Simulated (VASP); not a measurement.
# Ag (Fm-3m) in VASP: notebook, part 2 of 2

VASP 6.6.1.

## 3. Relaxation of cell and atoms, PBEsol

This run uses another cell than the first one, of 17.05 Å³/atom, 1.024 times its volume.

INCAR reads:

```
  PREC = Accurate
  ENCUT = 600
  EDIFF = 1E-7
  ISMEAR = -1
  SIGMA = 0.1
  LREAL = F
  LASPH = T
  NELM = 100
  ALGO = Normal
  ISIF = 3
  LWAVE = F
  LCHARG = F
  GGA = PS
  IBRION = 2
  NSW = 100
  EDIFFG = -0.002
```

KPOINTS reads:

```
Automatic mesh
0
Gamma
  24 24 24
```

POSCAR reads:

```
Ag
1.0
    0.0000000000      2.0427500000      2.0427500000
    2.0427500000      0.0000000000      2.0427500000
    2.0427500000      2.0427500000      0.0000000000
Ag
1
Direct
    0.0000000000      0.0000000000      0.0000000000
```

Potentials or basis: VASP PAW PBE potentials, release 64 (Ag).

Launch:

```
cat potpaw_PBE.64/Ag/POTCAR > POTCAR
mpirun -np 1 vasp_std > vasp.out
```

OUTCAR:

```text
PREC = Accurate
   ENCUT = 600
   EDIFF = 1E-7
   ISMEAR = -1
   LREAL = F
   LASPH = T
   NELM = 100
   ISIF = 3
   GGA = PS
   IBRION = 2
   NSW = 100
   EDIFFG = -0.002

 ion  position               nearest neighbor table
   1  0.000  0.000  0.000-

  LATTYP: Found a face centered cubic cell.
 ALAT       =     4.0855000000

  Lattice vectors:

 A1 = (   0.0000000000,   2.0427500000,   2.0427500000)
 A2 = (   2.0427500000,   0.0000000000,   2.0427500000)
 A3 = (   2.0427500000,   2.0427500000,   0.0000000000)

Analysis of symmetry for initial positions (statically):
=====================================================================
 Subroutine PRICEL returns:
 Original cell was already a primitive cell.

 Routine SETGRP: Setting up the symmetry group for a
 face centered cubic supercell.

 Subroutine GETGRP returns: Found 48 space group operations
 (whereof 48 operations were pure point group operations)
 out of a pool of 48 trial point group operations.

The static configuration has the point symmetry O_h .

Analysis of symmetry for dynamics (positions and initial velocities):
=====================================================================
 Subroutine PRICEL returns:
 Original cell was already a primitive cell.

 Routine SETGRP: Setting up the symmetry group for a
 face centered cubic supercell.

 Subroutine GETGRP returns: Found 48 space group operations
 (whereof 48 operations were pure point group operations)
 out of a pool of 48 trial point group operations.

The dynamic configuration has the point symmetry O_h .

 Subroutine INISYM returns: Found 48 space group operations
 (whereof 48 operations are pure point group operations),
 and found     1 'primitive' translations

----------------------------------------------------------------------------------------

                                     Primitive cell

  volume of cell :      17.0481
[... 116 lines left out ...]
   LEPSILON=     F    determine dielectric tensor
   LRPA    =     F    only Hartree local field effects (RPA)
 conjugate gradient relaxation of ions
 non-spin polarized calculation
  energy-cutoff  :      600.00
  volume of cell :       17.05
 maximum number of plane-waves:       588
   NGX = 11   NGY = 11   NGZ = 11

--------------------------------------- Ionic step        1  -------------------------------------------

 number of electron      10.9999999 magnetization

 Free energy of the ion-electron system (eV)
  ---------------------------------------------------
  ext. energy  EPLUGINS =         0.00000000
  ---------------------------------------------------
  free energy    TOTEN  =        -3.31101978 eV

  energy without entropy =       -3.30339867  energy(sigma->0) =       -3.30720922

------------------------ aborting loop because EDIFF is reached ----------------------------------------

  FORCE on cell =-STRESS in cart. coord.  units (eV):
  Direction    XX          YY          ZZ          XY          YZ          ZX
  --------------------------------------------------------------------------------------
  -------------------------------------------------------------------------------------
  Total       -0.2976616     -0.2976616     -0.2976616      0.0000000      0.0000000     -0.0000000
  in kB      -27.9742075    -27.9742075    -27.9742075      0.0000000      0.0000000     -0.0000000
  external PRESSURE =     -27.9742075 kB  Pullay stress =       0.0000000 kB
[... 57 lines left out ...]
--------------------------------------- Ionic step        3  -------------------------------------------

 number of electron      11.0000001 magnetization

 Free energy of the ion-electron system (eV)
  ---------------------------------------------------
  ext. energy  EPLUGINS =         0.00000000
  ---------------------------------------------------
  free energy    TOTEN  =        -3.31484394 eV

  energy without entropy =       -3.30739355  energy(sigma->0) =       -3.31111874

 E-fermi :   8.6081     XC(G=0): -12.5642

 val. band max:        8.6015002380   @ k =   0.5000   0.2500   0.0833
 cond. band min:       8.6311863892   @ k =   0.5000   0.1667   0.0417
 fundamental gap:      0.0296861511
 Fermi energy:         8.6081382283

 k-point     1 :       0.0000    0.0000    0.0000
  band No.  band energies     occupation
      1       0.5685      2.00000
      2       3.7230      2.00000
      3       3.7230      2.00000
      4       3.7230      2.00000
      5       4.8177      2.00000
      6       4.8177      2.00000
      7      24.6266      0.00000
      8      28.3495      0.00000
      9      28.3495      0.00000
[... 265 lines left out ...]
 k-point    24 :       0.4583    0.0417    0.0000
  band No.  band energies     occupation
      1       2.0854      2.00000
      2       3.6937      2.00000
      3       3.7487      2.00000
      4       5.4280      2.00000
      5       5.6349      2.00000
      6       7.6337      1.99988
      7      13.0916      0.00000
      8      23.9345      0.00000
      9      26.3794      0.00000

 [... further k-points ...]
[... 5 lines left out ...]
  --------------------------------------------------------------------------------------
  -------------------------------------------------------------------------------------
  Total       -0.0001338     -0.0001338     -0.0001338     -0.0000000      0.0000000      0.0000000
  in kB       -0.0128977     -0.0128977     -0.0128977     -0.0000000      0.0000000      0.0000000
  external PRESSURE =      -0.0128977 kB  Pullay stress =       0.0000000 kB
[... 16 lines left out ...]
  FREE ENERGIE OF THE ION-ELECTRON SYSTEM (eV)
  ---------------------------------------------------
  free  energy   TOTEN  =        -3.3148439353 eV

  energy  without entropy=       -3.3073935500  energy(sigma->0) =       -3.31111874

 reached required accuracy - stopping structural energy minimisation
```

It took 68 s on 1 thread of Intel Xeon Platinum 8488C (Sapphire Rapids), shared host; peak memory 0.22 GiB.

Results:

* Free energy: -3.3148 eV
* Relaxed volume: 16.62 Å³/atom
* Relaxed cell: a = 2.865 Å, b = 2.865 Å, c = 2.865 Å, α = 60.00°, β = 60.00°, γ = 60.00°
* Space group after relaxing (to 0.05 Å): Fm-3m (No. 225)
* Energy gained by relaxing: 3.8 meV/atom
* Ionic steps: 3
* Pressure after relaxing: 0.0 GPa

The path:
```
step  energy change (eV)  largest force (eV/Å)  pressure (GPa)  volume (Å³)
   1              0.0000                0.0000           -2.80        17.05
   2             -0.0017                0.0000            2.29        16.32
   3             -0.0038                0.0000            0.00        16.62
```

Final structure:
```
Ag
1.0
     0.00000    2.02565    2.02565
     2.02565    0.00000    2.02565
     2.02565    2.02565    0.00000
Ag
1
Direct
  0.00000 0.00000 0.00000
```

Levels at points of the mesh, in eV from the Fermi level:
| k point | band 2 | band 3 | band 4 | band 5 | band 6 | band 7 | band 8 | band 9 |
| --- | --- | --- | --- | --- | --- | --- | --- | --- |
| (0.00, 0.00, 0.00) | -4.89 | -4.89 | -4.89 | -3.79 | -3.79 | 16.02 | 19.74 | 19.74 |
| (0.50, 0.00, 0.00) | -4.91 | -4.91 | -2.96 | -2.96 | -0.55 | 3.71 | 15.26 | 18.05 |
| (0.50, 0.50, 0.00) | -6.46 | -2.99 | -2.74 | -2.74 | 1.50 | 6.90 | 10.71 | 10.71 |

Caveat: the PAW data sets were made with another functional, which shifts forces and pressure a little.
